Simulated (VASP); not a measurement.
Crystal: SiNi.

```
Ni Si
1.0
     4.50369    0.00000    0.00000
     0.00000    4.50369    0.00000
     0.00000    0.00000    4.50369
Ni Si
4 4
Direct
  0.14950 0.14950 0.14950
  0.64950 0.35050 0.85050
  0.85050 0.64950 0.35050
  0.35050 0.85050 0.64950
  0.84683 0.84683 0.84683
  0.34683 0.65317 0.15317
  0.15317 0.34683 0.65317
  0.65317 0.15317 0.34683
```

Base run:

* Program: VASP 6.6.1
* Functional: PBE
* Potentials or basis: VASP PAW PBE potentials, release 64 (Ni, Si)
* Cutoff: 520 eV
* k mesh: 6 × 6 × 6
* Occupations: gaussian, width 0.012 eV
* Spin: collinear spin, ferromagnetic start
* Starting moments: [1.0, 1.0, 1.0, 1.0, 0.0, 0.0, 0.0, 0.0] μB

Its results: band gap on the k mesh zero (filled and empty bands overlap); pressure 1.7 GPa; net moment 0.00 μB per cell; largest force 0.030 eV/Å.

The run is repeated on the same cell with these changes: functional from PBE to r2SCAN; occupations from gaussian, width 0.012 eV to fermi-dirac, width 0.05 eV. What comes out?

Band gap on the k mesh zero (filled and empty bands overlap); pressure -5.0 GPa; net moment 0.00 μB per cell; largest force 0.058 eV/Å.

Caveats: the moments typed at the start vanished in this run; the cell stands under tension (at least some runs); the PAW data sets were made with another functional, which shifts forces and pressure a little (at least some runs).
